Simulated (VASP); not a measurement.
# ZnCd3O (P4mm) in VASP: density of states with PBE

Aim: the density of states of ZnCd3O with PBE.

Program: VASP 6.6.1. These are calculated values, not measurements. Logs are shortened: lines on timing, memory, paths and dates and some standing lists are left out, and cuts for length are marked.

### 1 The cell of the first run

The structure is tetragonal, space group P4mm (No. 99). Conventional cell: a = 4.078 Å, b = 4.078 Å, c = 6.309 Å, α = 90.00°, β = 90.00°, γ = 90.00°. Within 3.9 Å of Zn (site symmetry 4mm) lie 8 Cd at 2.97 to 2.98 Å. Within 3.1 Å of Cd (site symmetry 2mm) lie 2 O at 2.36 Å and 4 Cd at 2.88 Å and 2 Zn at 2.97 Å. Within 2.9 Å of Cd (site symmetry 4mm) lie 1 O at 2.22 Å. Within 2.9 Å of O (site symmetry 4mm) lie 5 Cd at 2.22 to 2.36 Å.

### 2 Density of states, PBE

POSCAR reads:

```
ZnCd3O
1.0
    4.0777497086      0.0000000000      0.0000000000
    0.0000000000      4.0777497086      0.0000000000
    0.0000000000      0.0000000000      6.3092952088
Zn Cd O
1 3 1
Direct
    0.5000000000      0.5000000000      0.5403176731
    0.5000000000      0.0000000000      0.1986647758
    0.0000000000      0.5000000000      0.1986647758
    0.0000000000      0.0000000000      0.6595877761
    0.0000000000      0.0000000000      0.0109670193
```

INCAR.step1 reads:

```
ALGO = Normal
EDIFF = 1E-6
ENCUT = 520
GGA = PE
ISIF = 2
ISMEAR = 0
LASPH = T
LCHARG = T
LREAL = F
LWAVE = F
NBANDS = 35
NELM = 100
PREC = Accurate
SIGMA = 0.1
```

KPOINTS.step1 reads:

```
k-points
0
Gamma
  10 10 8
```

INCAR.step2 reads:

```
ALGO = Normal
EDIFF = 1E-6
ENCUT = 520
GGA = PE
ICHARG = 11
ISIF = 2
ISMEAR = -5
LASPH = T
LCHARG = F
LORBIT = 11
LREAL = F
LWAVE = F
NEDOS = 2001
NELM = 100
PREC = Accurate
SIGMA = 0.1
```

KPOINTS.step2 reads:

```
k-points
0
Gamma
  15 15 12
```

Potentials or basis: VASP PAW PBE potentials, release 64 (Zn, Cd, O).

The run is started by

```console
> cat potpaw_PBE.64/Zn/POTCAR potpaw_PBE.64/Cd/POTCAR potpaw_PBE.64/O/POTCAR > POTCAR
> cp INCAR.step1 INCAR
> cp KPOINTS.step1 KPOINTS
> mpirun -np 1 vasp_std > vasp.out
> cp INCAR.step2 INCAR
> cp KPOINTS.step2 KPOINTS
> mpirun -np 1 vasp_std > vasp.out
```

OUTCAR:

```text
EDIFF = 1E-6
   ENCUT = 520
   GGA = PE
   ICHARG = 11
   ISIF = 2
   ISMEAR = -5
   LASPH = T
   LORBIT = 11
   LREAL = F
   NELM = 100
   PREC = Accurate

 ion  position               nearest neighbor table
   1  0.500  0.500  0.540-   2 2.97   3 2.97   2 2.97   3 2.97   4 2.98   4 2.98   4 2.98   4 2.98

   2  0.500  0.000  0.199-   5 2.36   5 2.36   3 2.88   3 2.88   3 2.88   3 2.88   1 2.97   1 2.97
                             4 3.55   4 3.55
   3  0.000  0.500  0.199-   5 2.36   5 2.36   2 2.88   2 2.88   2 2.88   2 2.88   1 2.97   1 2.97
                             4 3.55   4 3.55
   4  0.000  0.000  0.660-   5 2.22   1 2.98   1 2.98   1 2.98   1 2.98   3 3.55   2 3.55   2 3.55
                             3 3.55
   5  0.000  0.000  0.011-   4 2.22   3 2.36   2 2.36   3 2.36   2 2.36

  LATTYP: Found a simple tetragonal cell.
 ALAT       =     4.0777497086
 C/A-ratio  =     1.5472492575

  Lattice vectors:

 A1 = (   4.0777497086,   0.0000000000,   0.0000000000)
 A2 = (   0.0000000000,   4.0777497086,   0.0000000000)
 A3 = (   0.0000000000,   0.0000000000,   6.3092952088)

Analysis of symmetry for initial positions (statically):
=====================================================================
 Subroutine PRICEL returns:
 Original cell was already a primitive cell.

 Routine SETGRP: Setting up the symmetry group for a
 simple tetragonal supercell.

 Subroutine GETGRP returns: Found  8 space group operations
 (whereof  8 operations were pure point group operations)
 out of a pool of 16 trial point group operations.

The static configuration has the point symmetry C_4v.

Analysis of symmetry for dynamics (positions and initial velocities):
=====================================================================
 Subroutine PRICEL returns:
 Original cell was already a primitive cell.

 Routine SETGRP: Setting up the symmetry group for a
 simple tetragonal supercell.

 Subroutine GETGRP returns: Found  8 space group operations
 (whereof  8 operations were pure point group operations)
 out of a pool of 16 trial point group operations.

The dynamic configuration has the point symmetry C_4v.

 Subroutine INISYM returns: Found  8 space group operations
 (whereof  8 operations are pure point group operations),
 and found     1 'primitive' translations

----------------------------------------------------------------------------------------

[... 104 lines left out ...]
   IBRION =     -1    ionic relax: 0-MD 1-quasi-New 2-CG
   NFREE  =      0    steps in history (QN), initial steepest desc. (CG)
   ISIF   =      2    stress and relaxation
   ISYM   =      2    0-nonsym 1-usesym 2-fastsym
   POTIM  = 0.5000    time-step for ionic-motion
   TEBEG  =    0.0;   TEEND  =   0.0 temperature during run
   PSTRESS=    0.0 pullay stress
   NELECT =      54.0000    total number of electrons
   NUPDOWN=      -1.0000    fix difference up-down
   EMIN   =  10.00;   EMAX   =-10.00  energy-range for DOS
   EFERMI =   0.00;   METHOD = LEGACY
   ISMEAR =    -5;   SIGMA  =   0.10  broadening in eV -4-tet -1-fermi 0-gaus
   EFERMI_NEDOS =   21; number of points for ismear=-14 and -15
   IALGO  =     38    algorithm
   IMIX   =      4    mixing-type and parameters
     AMIX     =   0.40;   BMIX     =  1.00
     AMIX_MAG =   1.60;   BMIX_MAG =  1.00
  volume/ion in A,a.u.               =      20.98       141.60
  Fermi-wavevector in a.u.,A,eV,Ry     =   1.311995  2.479311 23.420119  1.721330
  Thomas-Fermi vector in A             =   2.442418
   LORBIT       =     11    0 simple, 1 ext, 2 COOP (PROOUT), +10 PAW based schemes
   GGA     = PE    functional components
   LHFCALC =     F    Hartree Fock is set to
   AEXX    =    0.0000 exact exchange contribution
   IVDW    =     0    specifies the selected vdW correction
   LEPSILON=     F    determine dielectric tensor
   LRPA    =     F    only Hartree local field effects (RPA)
 non-spin polarized calculation
 Fermi weights with tetrahedron method with Bloechl corrections
  energy-cutoff  :      520.00
  volume of cell :      104.91
 maximum number of plane-waves:      2852

 number of electron      53.9999979 magnetization

 Free energy of the ion-electron system (eV)
  ---------------------------------------------------
  ext. energy  EPLUGINS =         0.00000000
  ---------------------------------------------------
  free energy    TOTEN  =        -9.06364917 eV

  energy without entropy =       -9.06364917  energy(sigma->0) =       -9.06364917

 E-fermi :   1.6748     XC(G=0): -10.0384

 val. band max:        1.7472606978   @ k =   0.2000   0.2000   0.4167
 cond. band min:       1.6475459011   @ k =   0.4667   0.0667   0.3333
 fundamental gap:     -0.0997147967
 Fermi energy:         1.6748077345

 k-point     1 :       0.0000    0.0000    0.0000
  band No.  band energies     occupation
      1     -16.4196      2.00000
      2      -8.0388      2.00000
      3      -7.8476      2.00000
      4      -7.7051      2.00000
      5      -7.4863      2.00000
      6      -7.4863      2.00000
[... 829 lines left out ...]
     31       5.5617      0.00000
     32       6.4804      0.00000

 [... further k-points ...]
[... 5 lines left out ...]
  --------------------------------------------------------------------------------------
  -------------------------------------------------------------------------------------
  Total        0.3496783      0.3496783      0.3765468      0.0000000      0.0000000     -0.0000000
  in kB        5.3401973      5.3401973      5.7505263      0.0000000      0.0000000     -0.0000000
  external PRESSURE =       5.4769736 kB  Pullay stress =       0.0000000 kB

 VOLUME and BASIS-vectors are now :
 -----------------------------------------------------------------------------
  energy-cutoff  :      520.00
  volume of cell :      104.91
      direct lattice vectors                 reciprocal lattice vectors
     4.077749709  0.000000000  0.000000000     0.245233296  0.000000000  0.000000000
     0.000000000  4.077749709  0.000000000     0.000000000  0.245233296  0.000000000
     0.000000000  0.000000000  6.309295209     0.000000000  0.000000000  0.158496309

 POSITION                                       TOTAL-FORCE (eV/Angst)
 -----------------------------------------------------------------------------------
      2.03887      2.03887      3.40902         0.000000      0.000000      0.034540
      2.03887      0.00000      1.25343        -0.000000     -0.000000      0.022977
      0.00000      2.03887      1.25343         0.000000      0.000000      0.022977
      0.00000      0.00000      4.16153         0.000000      0.000000     -0.074505
      0.00000      0.00000      0.06919         0.000000      0.000000     -0.005989
 -----------------------------------------------------------------------------------
    total drift:                                0.000000      0.000000     -0.000336

  FREE ENERGIE OF THE ION-ELECTRON SYSTEM (eV)
  ---------------------------------------------------
  free  energy   TOTEN  =        -9.0636491746 eV

  energy  without entropy=       -9.0636491746  energy(sigma->0) =       -9.06364917

 total charge

# of ion       s       p       d       tot
------------------------------------------
    1        0.645   0.295   9.715  10.655
    2        0.484   0.274   9.539  10.297
    3        0.484   0.274   9.539  10.297
    4        0.488   0.230   9.523  10.241
    5        1.591   3.306   0.000   4.897
--------------------------------------------------
tot          3.693   4.380  38.315  46.388
```

OSZICAR.step1:

```text
N       E                     dE             d eps       ncg     rms          rms(c)
DAV:   1     0.458016478506E+03    0.45802E+03   -0.26987E+04  7350   0.171E+03
DAV:   2     0.237008627381E+02   -0.43432E+03   -0.41679E+03  7412   0.424E+02
DAV:   3    -0.110311389143E+02   -0.34732E+02   -0.34116E+02  8004   0.121E+02
DAV:   4    -0.118688031906E+02   -0.83766E+00   -0.83509E+00  8028   0.174E+01
DAV:   5    -0.118730858458E+02   -0.42827E-02   -0.42817E-02  7898   0.123E+00    0.118E+01
DAV:   6    -0.931711454380E+01    0.25560E+01   -0.12802E+01 10020   0.416E+01    0.887E+00
DAV:   7    -0.908222817759E+01    0.23489E+00   -0.53668E+00  7626   0.125E+01    0.561E+00
DAV:   8    -0.905133966093E+01    0.30889E-01   -0.44466E-01  7610   0.391E+00    0.159E+00
DAV:   9    -0.905360528463E+01   -0.22656E-02   -0.23437E-02  7894   0.114E+00    0.355E-01
DAV:  10    -0.905197420571E+01    0.16311E-02   -0.76823E-03  7744   0.518E-01    0.163E-01
DAV:  11    -0.905185761106E+01    0.11659E-03   -0.84449E-04  7648   0.168E-01    0.408E-02
DAV:  12    -0.905188270144E+01   -0.25090E-04   -0.89939E-05  7909   0.634E-02    0.160E-02
DAV:  13    -0.905188508430E+01   -0.23829E-05   -0.17327E-05  7697   0.237E-02    0.891E-03
DAV:  14    -0.905188472223E+01    0.36207E-06   -0.40874E-06  6721   0.165E-02
   1 F= -.90518847E+01 E0= -.90469217E+01  d E =-.992614E-02
```

It took 4.5 min on 1 thread of Intel Xeon 6975P-C (Granite Rapids), shared host; peak memory 0.78 GiB.

Results:

```
Valence electrons inside the program's atomic spheres : Zn 10.65; Cd 10.30, 10.24; O 4.90
```

Levels at points of the mesh, in eV from the Fermi level:
| k point | band 23 | band 24 | band 25 | band 26 | band 27 | band 28 | band 29 | band 30 | band 31 | band 32 |
| --- | --- | --- | --- | --- | --- | --- | --- | --- | --- | --- |
| (0.00, 0.00, 0.00) | -4.74 | -3.18 | -3.18 | -0.84 | 0.11 | 2.37 | 2.37 | 3.39 | 3.72 | 5.20 |
| (0.00, 0.00, 0.50) | -3.60 | -3.06 | -3.06 | -2.76 | 2.11 | 2.11 | 2.55 | 3.65 | 3.89 | 5.18 |

Caveat: tetrahedron occupations give inexact forces and stress in metals.
